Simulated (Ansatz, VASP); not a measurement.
**ZnO: VASP beside Ansatz**

```xyz
4
Lattice="3.2494 0.0000 0.0000 -1.6247 2.8141 0.0000 0.0000 0.0000 5.2038" Properties=species:S:1:pos:R:3 pbc="T T T"
Zn    0.0000    1.8760    0.0000
Zn    1.6247    0.9380    2.6019
O     0.0000    1.8760    1.9931
O     1.6247    0.9380    4.5950
```

Alike in both runs: task single point; functional r2SCAN; dispersion rVV10; k mesh 6 × 6 × 4; occupations gaussian, width 0.1 eV; no spin polarisation.

|  | VASP | Ansatz |
| --- | --- | --- |
| version | VASP 6.6.1 | Ansatz 0.2.0 |
| potentials or method | VASP PAW PBE potentials, release 64 (Zn, O), cutoff 520 eV | scalar-relativistic, plane waves, PAW |
| valence electrons in the cell | 36 | 36 |

```csv
,VASP,Ansatz,Ansatz less VASP
gap on the k mesh at the Fermi level (eV),1.17,1.17,-0.001
least direct gap on the mesh (eV),1.17,1.17,-0.001
pressure (GPa),-1.4,-2.4,-1.07
"traceless stress, the component that is largest in VASP (GPa)",-0.06,-0.12,-0.057
rms of the force components (eV/Å),0.029,0.034,+0.0054
```

VASP's potentials were made for PBE, not for r2SCAN. Atom by atom the forces differ by 0.005 eV/Å (rms over components).
